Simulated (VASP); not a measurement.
# SnSe (Fmmm) in VASP: single point with LDA

Aim: the single point of SnSe with LDA.

Program: VASP 6.6.1. These are calculated values, not measurements. Logs are shortened: lines on timing, memory, paths and dates and some standing lists are left out, and cuts for length are marked.

### Step 1. The cell of the first run

Symmetry: Fmmm, No. 69, orthorhombic system. Conventional cell: a = 5.779 Å, b = 6.020 Å, c = 6.261 Å, α = 90.00°, β = 90.00°, γ = 90.00°. Within 3.8 Å of Sn (site symmetry mmm) lie 6 Se at 2.89 to 3.13 Å. Within 3.8 Å of Se (site symmetry mmm) lie 6 Sn at 2.89 to 3.13 Å.

### Step 2. Single point, LDA (strain -0.0400 x Voigt [1, -1, 0, 0, 0, 0])

INCAR

```
PREC = Accurate ; ENCUT = 520
EDIFF = 1E-6 ; ISMEAR = 0
SIGMA = 0.05 ; LREAL = False
LASPH = True ; NELM = 80
ALGO = Normal ; ISIF = 2
LWAVE = False ; LCHARG = False
GGA = CA ; NBANDS = 17
```

KPOINTS

```
regular mesh
0
Gamma
  8 8 8
```

POSCAR

```
SnSe
1.0
    0.0000000000      3.1304000000      3.0100000000
    2.8896000000      0.0000000000      3.0100000000
    2.8896000000      3.1304000000      0.0000000000
Sn Se
1 1
Direct
    0.0000000000      0.0000000000      0.0000000000
    0.5000000000      0.5000000000      0.5000000000
```

Potentials or basis: VASP PAW LDA potentials, release 64 (Sn_d, Se).

Started as:

```
$ cat potpaw_LDA.64/Sn_d/POTCAR potpaw_LDA.64/Se/POTCAR > POTCAR
$ mpirun -np 1 vasp_std > vasp.out
```

OUTCAR:

```text
PREC = Accurate
   ENCUT = 520
   EDIFF = 1E-6
   ISMEAR = 0
   LREAL = False
   LASPH = True
   NELM = 80
   ISIF = 2
   GGA = CA

 ion  position               nearest neighbor table
   1  0.000  0.000  0.000-   2 2.89   2 2.89   2 3.01   2 3.01   2 3.13   2 3.13
   2  0.500  0.500  0.500-   1 2.89   1 2.89   1 3.01   1 3.01   1 3.13   1 3.13

  LATTYP: Found a face centered orthorhombic cell.
 ALAT       =     5.7792000000
 B/A-ratio  =     1.0416666667
 C/A-ratio  =     1.0833333333

  Lattice vectors:

 A1 = (   0.0000000000,   3.1304000000,  -3.0100000000)
 A2 = (   2.8896000000,   3.1304000000,   0.0000000000)
 A3 = (   2.8896000000,   0.0000000000,  -3.0100000000)

Analysis of symmetry for initial positions (statically):
=====================================================================
 Subroutine PRICEL returns:
 Original cell was already a primitive cell.

 Routine SETGRP: Setting up the symmetry group for a
 face centered orthorhombic supercell.

 Subroutine GETGRP returns: Found  8 space group operations
 (whereof  8 operations were pure point group operations)
 out of a pool of  8 trial point group operations.

The static configuration has the point symmetry D_2h.

Analysis of symmetry for dynamics (positions and initial velocities):
=====================================================================
 Subroutine PRICEL returns:
 Original cell was already a primitive cell.

 Routine SETGRP: Setting up the symmetry group for a
 face centered orthorhombic supercell.

 Subroutine GETGRP returns: Found  8 space group operations
 (whereof  8 operations were pure point group operations)
 out of a pool of  8 trial point group operations.

The dynamic configuration has the point symmetry D_2h.

 Subroutine INISYM returns: Found  8 space group operations
 (whereof  8 operations are pure point group operations),
 and found     1 'primitive' translations

----------------------------------------------------------------------------------------

                                     Primitive cell

  volume of cell :      54.4545

  direct lattice vectors                    reciprocal lattice vectors
     0.000000000  3.130400000  3.010000000    -0.173034330  0.159723997  0.166112957
     2.889600000  0.000000000  3.010000000     0.173034330 -0.159723997  0.166112957
     2.889600000  3.130400000  0.000000000     0.173034330  0.159723997 -0.166112957

  length of vectors
     4.342753062  4.172515807  4.260186888     0.288177287  0.288177287  0.288177287

  position of ions in fractional coordinates (direct lattice)
     0.000000000  0.000000000  0.000000000
     0.500000000  0.500000000  0.500000000

  ion indices of the primitive-cell ions
   primitive index   ion index
                 1           1
                 2           2

----------------------------------------------------------------------------------------

 KPOINTS: regular mesh

Automatic generation of k-mesh.
 Grid dimensions read from file:
 generate k-points for:    8    8    8

 Generating k-lattice:

  Cartesian coordinates                     Fractional coordinates (reciprocal lattice)
    -0.021629291  0.019965500  0.020764120     0.125000000  0.000000000  0.000000000
     0.021629291 -0.019965500  0.020764120    -0.000000000  0.125000000 -0.000000000
     0.021629291  0.019965500 -0.020764120     0.000000000  0.000000000  0.125000000

  Length of vectors
     0.036022161  0.036022161  0.036022161

  Shift w.r.t. Gamma in fractional coordinates (k-lattice)
     0.000000000  0.000000000  0.000000000

 Subroutine IBZKPT returns following result:
 ===========================================

 Found     95 irreducible k-points:

 Following reciprocal coordinates:
            Coordinates               Weight
  0.000000  0.000000  0.000000      1.000000
  0.125000  0.000000  0.000000      8.000000
  0.250000  0.000000  0.000000      8.000000
  0.375000  0.000000 -0.000000      8.000000
  0.500000  0.000000  0.000000      4.000000
  0.125000  0.125000  0.000000      2.000000
[... 16 lines left out ...]
  0.250000  0.000000  0.125000      8.000000
  0.375000  0.000000  0.125000      8.000000
 [... further k-points ...]
   k-points           NKPTS =     95   k-points in BZ     NKDIM =     95   number of bands    NBANDS=     17
   number of dos      NEDOS =    301   number of ions     NIONS =      2
   total plane-waves  NPLWV =  32768
   dimension x,y,z NGX =    32 NGY =   32 NGZ =   32
   dimension x,y,z NGXF=    64 NGYF=   64 NGZF=   64
   ions per type =               1   1
   NGX,Y,Z   is equivalent  to a cutoff of  12.25, 12.75, 12.49 a.u.
   NGXF,Y,Z  is equivalent  to a cutoff of  24.50, 25.50, 24.97 a.u.
 SYSTEM =  unknown system
   PREC   = accura    normal or accurate (medium, high low for compatibility)
   ISTART =      0    job   : 0-new  1-cont  2-samecut
   ICHARG =      2    charge: 1-file 2-atom 10-const
   ISPIN  =      1    spin polarized calculation?
   LNONCOLLINEAR =      F non collinear calculations
   LSORBIT =      F    spin-orbit coupling
   LASPH  =      T    aspherical Exc in radial PAW
   ENCUT  =  520.0 eV  38.22 Ry    6.18 a.u.   8.07  7.76  7.92*2*pi/ulx,y,z
   NELM   =     80;   NELMIN=  2; NELMDL= -5     # of ELM steps
   EDIFF  = 0.1E-05   stopping-criterion for ELM
   LREAL  =      F    real-space projection
   EDIFFG = 0.1E-04   stopping-criterion for IOM
   NSW    =      0    number of steps for IOM
   IBRION =     -1    ionic relax: 0-MD 1-quasi-New 2-CG
   NFREE  =      0    steps in history (QN), initial steepest desc. (CG)
   ISIF   =      2    stress and relaxation
   ISYM   =      2    0-nonsym 1-usesym 2-fastsym
   POTIM  = 0.5000    time-step for ionic-motion
   TEBEG  =    0.0;   TEEND  =   0.0 temperature during run
   PSTRESS=    0.0 pullay stress
   NELECT =      20.0000    total number of electrons
   NUPDOWN=      -1.0000    fix difference up-down
   EMIN   =  10.00;   EMAX   =-10.00  energy-range for DOS
   EFERMI =   0.00;   METHOD = LEGACY
   ISMEAR =     0;   SIGMA  =   0.05  broadening in eV -4-tet -1-fermi 0-gaus
   EFERMI_NEDOS =   21; number of points for ismear=-14 and -15
   IALGO  =     38    algorithm
   IMIX   =      4    mixing-type and parameters
     AMIX     =   0.40;   BMIX     =  1.00
     AMIX_MAG =   1.60;   BMIX_MAG =  1.00
  volume/ion in A,a.u.               =      27.23       183.74
  Fermi-wavevector in a.u.,A,eV,Ry     =   1.172394  2.215503 18.701303  1.374507
  Thomas-Fermi vector in A             =   2.308823
   LORBIT       =      0    0 simple, 1 ext, 2 COOP (PROOUT), +10 PAW based schemes
   GGA     = CA    functional components
   LHFCALC =     F    Hartree Fock is set to
   AEXX    =    0.0000 exact exchange contribution
   IVDW    =     0    specifies the selected vdW correction
   LEPSILON=     F    determine dielectric tensor
   LRPA    =     F    only Hartree local field effects (RPA)
 non-spin polarized calculation
 Gauss-broadening in eV      SIGMA  =   0.05
  energy-cutoff  :      520.00
  volume of cell :       54.45
 maximum number of plane-waves:      1486
   NGX = 17   NGY = 15   NGZ = 15

 number of electron      20.0000009 magnetization

 Free energy of the ion-electron system (eV)
  ---------------------------------------------------
  ext. energy  EPLUGINS =         0.00000000
  ---------------------------------------------------
  free energy    TOTEN  =        -9.41613712 eV

  energy without entropy =       -9.41613712  energy(sigma->0) =       -9.41613712

 E-fermi :   5.6937     XC(G=0):  -9.8831

 val. band max:        5.4199604599   @ k =  -0.3750   0.0000   0.1250
 cond. band min:       5.9821799106   @ k =  -0.3750   0.1250   0.0000
 fundamental gap:      0.5622194506
 Fermi energy:         5.6936648729

 k-point     1 :       0.0000    0.0000    0.0000
  band No.  band energies     occupation
      1     -16.0691      2.00000
      2     -16.0614      2.00000
      3     -16.0508      2.00000
      4     -16.0409      2.00000
      5     -16.0399      2.00000
      6      -8.4620      2.00000
[... 9 lines left out ...]
     16      11.6200      0.00000
     17      12.8217      0.00000

 k-point     2 :       0.1250    0.0000    0.0000
  band No.  band energies     occupation
      1     -16.0692      2.00000
      2     -16.0608      2.00000
      3     -16.0498      2.00000
      4     -16.0419      2.00000
      5     -16.0383      2.00000
      6      -8.3520      2.00000
[... 9 lines left out ...]
     16      11.8329      0.00000
     17      13.7234      0.00000

 k-point     3 :       0.2500    0.0000    0.0000
  band No.  band energies     occupation
      1     -16.0700      2.00000
      2     -16.0597      2.00000
      3     -16.0485      2.00000
      4     -16.0429      2.00000
      5     -16.0339      2.00000
      6      -8.0553      2.00000
[... 9 lines left out ...]
     16      12.6976      0.00000
     17      15.6345      0.00000

 k-point     4 :       0.3750    0.0000   -0.0000
  band No.  band energies     occupation
      1     -16.0714      2.00000
      2     -16.0593      2.00000
      3     -16.0497      2.00000
      4     -16.0408      2.00000
      5     -16.0291      2.00000
      6      -7.6960      2.00000
[... 9 lines left out ...]
     16      14.2201      0.00000
     17      16.5997      0.00000
[... 343 lines left out ...]
      1     -16.0717      2.00000
      2     -16.0595      2.00000
      3     -16.0481      2.00000
      4     -16.0407      2.00000
      5     -16.0403      2.00000
      6      -8.3323      2.00000
[... 9 lines left out ...]
     16      12.4852      0.00000
     17      13.9682      0.00000

 k-point    23 :       0.2500    0.0000    0.1250
  band No.  band energies     occupation
      1     -16.0739      2.00000
      2     -16.0577      2.00000
      3     -16.0458      2.00000
      4     -16.0402      2.00000
      5     -16.0395      2.00000
      6      -8.1125      2.00000
[... 9 lines left out ...]
     16      13.2668      0.00000
     17      15.1742      0.00000

 k-point    24 :       0.3750    0.0000    0.1250
  band No.  band energies     occupation
      1     -16.0750      2.00000
      2     -16.0569      2.00000
      3     -16.0465      2.00000
      4     -16.0392      2.00000
      5     -16.0351      2.00000
      6      -7.7742      2.00000
[... 9 lines left out ...]
     16      14.5483      0.00000
     17      16.6718      0.00000

 [... further k-points ...]
[... 5 lines left out ...]
  --------------------------------------------------------------------------------------
  -------------------------------------------------------------------------------------
  Total        0.7774367     -2.2537300     -1.1086142      0.0000000      0.0000000      0.0000000
  in kB       22.8739702    -66.3099074    -32.6179740      0.0000000      0.0000000      0.0000000
  external PRESSURE =     -25.3513037 kB  Pullay stress =       0.0000000 kB

 VOLUME and BASIS-vectors are now :
 -----------------------------------------------------------------------------
  energy-cutoff  :      520.00
  volume of cell :       54.45
      direct lattice vectors                 reciprocal lattice vectors
     0.000000000  3.130400000  3.010000000    -0.173034330  0.159723997  0.166112957
     2.889600000  0.000000000  3.010000000     0.173034330 -0.159723997  0.166112957
     2.889600000  3.130400000  0.000000000     0.173034330  0.159723997 -0.166112957

 POSITION                                       TOTAL-FORCE (eV/Angst)
 -----------------------------------------------------------------------------------
      0.00000      0.00000      0.00000        -0.000000     -0.000000     -0.000000
      2.88960      3.13040      3.01000         0.000000      0.000000      0.000000
 -----------------------------------------------------------------------------------
    total drift:                                0.000000     -0.000000     -0.000000

  FREE ENERGIE OF THE ION-ELECTRON SYSTEM (eV)
  ---------------------------------------------------
  free  energy   TOTEN  =        -9.4161371160 eV

  energy  without entropy=       -9.4161371160  energy(sigma->0) =       -9.41613712
```

It took 76 s on 1 thread of Intel Xeon 6975P-C, shared host; peak memory 0.22 GiB.

What came out:

```
Free energy            : -9.4161 eV
Pressure               : -2.5 GPa
Band gap on the k mesh : 0.56 eV, indirect (least direct gap 0.62 eV)
```

Stress tensor (GPa, compression positive):
```
 2.29  0.00  0.00
 0.00 -6.63  0.00
 0.00  0.00 -3.26
```

Caveat: the cell differs from its parent crystal (strain -0.0400 x Voigt [1, -1, 0, 0, 0, 0]); spin-orbit coupling is left out, which moves the levels of the heavy elements.
